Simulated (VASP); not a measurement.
# Lu (Im-3m) in VASP: a series of runs, part 2 of 2

VASP 6.6.1. The steps go on from the part before.

**3. Relaxation of cell and atoms, PBEsol**

This run uses another cell than the first one, of 29.85 Å³/atom, 1.067 times its volume.

INCAR

```
PREC = Accurate
ENCUT = 600
EDIFF = 1E-6
ISMEAR = -1
SIGMA = 0.1
LREAL = False
LASPH = True
NELM = 100
ALGO = Normal
ISIF = 3
LWAVE = False
LCHARG = False
GGA = PS
IBRION = 2
NSW = 60
EDIFFG = -0.01
```

KPOINTS

```
Automatic mesh
0
Gamma
  9 9 9
```

POSCAR

```
Lu
1.0
   -1.9541071100      1.9541071100      1.9541071100
    1.9541071100     -1.9541071100      1.9541071100
    1.9541071100      1.9541071100     -1.9541071100
Lu
1
Direct
    0.0000000000      0.0000000000      0.0000000000
```

Potentials or basis: VASP PAW PBE potentials, release 64 (Lu).

The run is started by

```console
> cat potpaw_PBE.64/Lu/POTCAR > POTCAR
> mpirun -np 1 vasp_std > vasp.out
```

OUTCAR:

```text
PREC = Accurate
   ENCUT = 600
   EDIFF = 1E-6
   ISMEAR = -1
   LREAL = False
   LASPH = True
   NELM = 100
   ISIF = 3
   GGA = PS
   IBRION = 2
   NSW = 60
   EDIFFG = -0.01

 ion  position               nearest neighbor table
   1  0.000  0.000  0.000-

  LATTYP: Found a body centered cubic cell.
 ALAT       =     3.9082142200

  Lattice vectors:

 A1 = (  -1.9541071100,   1.9541071100,   1.9541071100)
 A2 = (   1.9541071100,  -1.9541071100,   1.9541071100)
 A3 = (   1.9541071100,   1.9541071100,  -1.9541071100)

Analysis of symmetry for initial positions (statically):
=====================================================================
 Subroutine PRICEL returns:
 Original cell was already a primitive cell.

 Routine SETGRP: Setting up the symmetry group for a
 body centered cubic supercell.

 Subroutine GETGRP returns: Found 48 space group operations
 (whereof 48 operations were pure point group operations)
 out of a pool of 48 trial point group operations.

The static configuration has the point symmetry O_h .

Analysis of symmetry for dynamics (positions and initial velocities):
=====================================================================
 Subroutine PRICEL returns:
 Original cell was already a primitive cell.

 Routine SETGRP: Setting up the symmetry group for a
 body centered cubic supercell.

 Subroutine GETGRP returns: Found 48 space group operations
 (whereof 48 operations were pure point group operations)
 out of a pool of 48 trial point group operations.

The dynamic configuration has the point symmetry O_h .

 Subroutine INISYM returns: Found 48 space group operations
 (whereof 48 operations are pure point group operations),
 and found     1 'primitive' translations

[... 113 lines left out ...]
  volume/ion in A,a.u.               =      29.85       201.42
  Fermi-wavevector in a.u.,A,eV,Ry     =   1.543191  2.916209 32.401456  2.381440
  Thomas-Fermi vector in A             =   2.648889
   LORBIT       =      0    0 simple, 1 ext, 2 COOP (PROOUT), +10 PAW based schemes
   GGA     = PS    functional components
   LHFCALC =     F    Hartree Fock is set to
   AEXX    =    0.0000 exact exchange contribution
   IVDW    =     0    specifies the selected vdW correction
   LEPSILON=     F    determine dielectric tensor
   LRPA    =     F    only Hartree local field effects (RPA)
 conjugate gradient relaxation of ions
 non-spin polarized calculation
  energy-cutoff  :      600.00
  volume of cell :       29.85
 maximum number of plane-waves:      1009
   NGX = 13   NGY = 13   NGZ = 13

--------------------------------------- Ionic step        1  -------------------------------------------

 number of electron      24.9999996 magnetization

 Free energy of the ion-electron system (eV)
  ---------------------------------------------------
  ext. energy  EPLUGINS =         0.00000000
  ---------------------------------------------------
  free energy    TOTEN  =        -4.82083560 eV

  energy without entropy =       -4.74932656  energy(sigma->0) =       -4.78508108

------------------------ aborting loop because EDIFF is reached ----------------------------------------

  FORCE on cell =-STRESS in cart. coord.  units (eV):
  Direction    XX          YY          ZZ          XY          YZ          ZX
  --------------------------------------------------------------------------------------
  -------------------------------------------------------------------------------------
  Total       -0.4302828     -0.4302828     -0.4302828     -0.0000000     -0.0000000     -0.0000000
  in kB      -23.0972087    -23.0972087    -23.0972087     -0.0000000     -0.0000000     -0.0000000
  external PRESSURE =     -23.0972087 kB  Pullay stress =       0.0000000 kB
[... 162 lines left out ...]
--------------------------------------- Ionic step        6  -------------------------------------------

 number of electron      25.0000002 magnetization

 Free energy of the ion-electron system (eV)
  ---------------------------------------------------
  ext. energy  EPLUGINS =         0.00000000
  ---------------------------------------------------
  free energy    TOTEN  =        -4.83495880 eV

  energy without entropy =       -4.76529098  energy(sigma->0) =       -4.80012489

 E-fermi :   2.3749     XC(G=0): -10.9563

 val. band max:        2.3415043630   @ k =   0.3333   0.2222   0.1111
 cond. band min:       2.4042761558   @ k =   0.2222   0.2222   0.1111
 fundamental gap:      0.0627717928
 Fermi energy:         2.3748560923

 k-point     1 :       0.0000    0.0000    0.0000
  band No.  band energies     occupation
      1     -53.9235      2.00000
      2     -24.3117      2.00000
      3     -24.3117      2.00000
      4     -24.3117      2.00000
      5      -3.8888      2.00000
      6      -2.6972      2.00000
[... 433 lines left out ...]
      3     -24.5813      2.00000
      4     -24.4018      2.00000
      5      -2.6824      2.00000
      6      -2.6717      2.00000
[... 8 lines left out ...]
     15       5.5452      0.00000
     16       7.8304      0.00000

 [... further k-points ...]
[... 5 lines left out ...]
  --------------------------------------------------------------------------------------
  -------------------------------------------------------------------------------------
  Total        0.0019252      0.0019252      0.0019252     -0.0000000      0.0000000     -0.0000000
  in kB        0.1098081      0.1098081      0.1098081     -0.0000000      0.0000000     -0.0000000
  external PRESSURE =       0.1098081 kB  Pullay stress =       0.0000000 kB
[... 16 lines left out ...]
  FREE ENERGIE OF THE ION-ELECTRON SYSTEM (eV)
  ---------------------------------------------------
  free  energy   TOTEN  =        -4.8349588015 eV

  energy  without entropy=       -4.7652909831  energy(sigma->0) =       -4.80012489

 reached required accuracy - stopping structural energy minimisation
```

CONTCAR:

```text
Lu
   1.00000000000000
    -1.9149647229861115    1.9149647229861115    1.9149647229861115
     1.9149647229861115   -1.9149647229861115    1.9149647229861115
     1.9149647229861115    1.9149647229861115   -1.9149647229861115
  Lu
     1
Direct
     0.0000000000000000    0.0000000000000000    0.0000000000000000

  0.00000000E+00  0.00000000E+00  0.00000000E+00
```

Wall time 74 s (1 thread of Intel Xeon Platinum 8488C (Sapphire Rapids), shared host); peak memory 0.18 GiB.

Results:

```
Free energy                            : -4.8350 eV
Relaxed volume                         : 28.09 Å³/atom
Relaxed cell                           : a = 3.317 Å, b = 3.317 Å, c = 3.317 Å, α = 109.47°, β = 109.47°, γ = 109.47°
Space group after relaxing (to 0.05 Å) : Im-3m (No. 229)
Energy gained by relaxing              : 14.1 meV/atom
Ionic steps                            : 6
Pressure after relaxing                : 0.0 GPa
```

The path:
| step | energy change (eV) | largest force (eV/Å) | pressure (GPa) | volume (Å³) |
| --- | --- | --- | --- | --- |
| 1 | 0.0000 | 0.0000 | -2.31 | 29.85 |
| 2 | -0.0141 | 0.0000 | -0.11 | 28.03 |
| 3 | -0.0140 | 0.0000 | 0.24 | 27.94 |
| 4 | -0.0141 | 0.0000 | 0.23 | 27.99 |
| 5 | -0.0141 | 0.0000 | -0.10 | 28.16 |
| 6 | -0.0141 | 0.0000 | 0.01 | 28.09 |

Final structure:
```
Lu
1.0
    -1.91496    1.91496    1.91496
     1.91496   -1.91496    1.91496
     1.91496    1.91496   -1.91496
Lu
1
Direct
  0.00000 0.00000 0.00000
```

Levels at points of the mesh, in eV from the Fermi level:
```csv
k point,band 9,band 10,band 11,band 12,band 13,band 14,band 15,band 16
"(0.00, 0.00, 0.00)",-4.97,-4.97,-4.97,-4.95,2.13,2.13,2.13,4.48
```

Caveat: the PAW data sets were made with another functional, which shifts forces and pressure a little; spin-orbit coupling is left out, which moves the levels of the heavy elements.
